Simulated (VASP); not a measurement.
**Zn: single point with PBE**

Zn:

```
Zn
1.0
    -1.54085    1.54085    1.54085
     1.54085   -1.54085    1.54085
     1.54085    1.54085   -1.54085
Zn
1
Direct
  0.00000 0.00000 0.00000
```

This cell differs from its parent crystal: volume scaled by 0.95.

| Quantity | Value |
| --- | --- |
| Program | VASP 6.6.1 |
| Task | single point |
| Functional | PBE |
| Potentials or basis | VASP PAW PBE potentials, release 64 (Zn) |
| Cutoff | 520 eV |
| k mesh | 19 × 19 × 19 |
| Occupations | fermi-dirac, width 0.1 eV |
| Spin | no spin polarisation |

| Item | Value |
| --- | --- |
| Pressure | 4.2 GPa |
| Band gap on the k mesh | zero (band 6 reaches 7.31 eV, above the bottom of band 7 at 2.63 eV) |

Levels at points of the mesh, in eV from the Fermi level:
| k point | band 2 | band 3 | band 4 | band 5 | band 6 | band 7 | band 8 | band 9 | band 10 | band 11 |
| --- | --- | --- | --- | --- | --- | --- | --- | --- | --- | --- |
| (0.00, 0.00, 0.00) | -8.01 | -8.01 | -8.01 | -7.46 | -7.46 | 19.78 | 19.78 | 19.78 | 21.09 | 21.09 |

Run time: 20 s on 1 thread of Intel Xeon 6975P-C (shared host), peak memory 0.15 GiB.
